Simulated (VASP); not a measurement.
Input of a VASP 6.6.1 run:

File INCAR:

```
SYSTEM = SrO
  ALGO = Normal
  EDIFF = 1E-6
  ENCUT = 600
  GGA = PS
  GGA_COMPAT = .False.
  ISIF = 2
  ISMEAR = 0
  LASPH = .True.
  LCHARG = .False.
  LREAL = .False.
  LWAVE = .False.
  NBANDS = 15
  NELM = 120
  PREC = Accurate
  SIGMA = 0.01
```

KPOINTS

```
k-points
0
Gamma
  6 6 6
  0 0 0
```

The input POSCAR:

```
SrO
1.0
    0.0000000000      2.5612796254      2.5612796254
    2.5612796254      0.0000000000      2.5612796254
    2.5612796254      2.5612796254      0.0000000000
Sr O
1 1
Direct
    0.0000000000      0.0000000000      0.0000000000
    0.5000000000      0.5000000000      0.5000000000
```

Potentials or basis: VASP PAW PBE potentials, release 64 (Sr_sv, O).

Launch:

```bash
$ cat potpaw_PBE.64/Sr_sv/POTCAR potpaw_PBE.64/O/POTCAR > POTCAR
$ mpirun -np 1 vasp_std > vasp.out
```

Estimate the band gap on the k mesh.

3.15 eV, indirect (least direct gap 3.23 eV).

What does it give for the pressure?

0.6 GPa.

Caveat: the PAW data sets were made with another functional, which shifts forces and pressure a little. Expect the measured gap to be larger: semilocal functionals such as PBEsol lack the derivative discontinuity.
